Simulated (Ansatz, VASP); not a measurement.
**One calculation of C, two programs**

```xyz
5
Lattice="2.6358 1.5218 1.4279 -2.6358 1.5218 1.4279 0.0000 -3.0436 1.4279" Properties=species:S:1:pos:R:3 pbc="T T T"
C     0.0000    0.0000    1.4193
C     0.0000    0.0000    2.8645
C     0.4428    1.5218    1.4279
C    -1.5393   -0.3774    1.4279
C     1.0965   -1.1444    1.4279
```

Alike in both runs: functional PBE; k mesh 6 × 6 × 6; occupations gaussian, width 0.1 eV; no spin polarisation.

Ansatz relaxed the structure, and its values are those at the end. VASP's run is a single point on that final structure, the one shown.

|  | VASP | Ansatz |
| --- | --- | --- |
| version | VASP 6.6.1 | Ansatz 0.2.0 |
| potentials or method | VASP PAW PBE potentials, release 64 (C), cutoff 520 eV | scalar-relativistic, plane waves, PAW |
| valence electrons in the cell | 20 | 20 |

```csv
,VASP,Ansatz,Ansatz less VASP
gap on the k mesh at the Fermi level (eV),1.39,1.39,+0.006
least direct gap on the mesh (eV),1.97,1.97,+0.006
pressure (GPa),0.6,0.0,-0.54
rms of the force components (eV/Å),0.032,0.002,-0.0301
```
